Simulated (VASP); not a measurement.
A run of VASP 6.6.1 is set up as follows.

INCAR

```
SYSTEM = PbO
PREC = Accurate
ENCUT = 600
EDIFF = 1E-6
ISMEAR = 0
SIGMA = 0.05
LREAL = .False.
LASPH = .True.
NELM = 80
ALGO = Normal
ISIF = 4
LWAVE = .False.
LCHARG = .False.
GGA = PE
IBRION = 2
NSW = 60
EDIFFG = -0.01
```

File KPOINTS:

```
regular mesh
0
Gamma
  12 12 10
  0 0 0
```

The input POSCAR:

```
PbO
1.0
    3.5152293042      0.0000000000      0.0000000000
   -1.7576146521      3.0442778775      0.0000000000
    0.0000000000      0.0000000000      3.2587639489
Pb O
1 1
Direct
    0.0000000000      0.0000000000      0.0000000000
    0.6666666667      0.3333333333      0.5000000000
```

Potentials or basis: VASP PAW PBE potentials, release 64 (Pb_d, O).

Launch:

```bash
$ cat potpaw_PBE.64/Pb_d/POTCAR potpaw_PBE.64/O/POTCAR > POTCAR
$ mpirun -np 1 vasp_std > vasp.out
```

Question: Estimate the band gap on the k mesh.

Answer: Zero (bands 10 and 11 overlap by 0.03 eV).

The path:
| step | energy change (eV) | largest force (eV/Å) | pressure (GPa) | volume (Å³) |
| --- | --- | --- | --- | --- |
| 1 | 0.0000 | 0.0000 | 3.62 | 34.87 |
| 2 | -0.0002 | 0.0000 | 3.64 | 34.87 |
| 3 | -0.0002 | 0.0000 | 3.60 | 34.87 |

Caveat: semilocal functionals underestimate gaps, so a narrow gap can read as zero; spin-orbit coupling is left out, which moves the levels of the heavy elements.
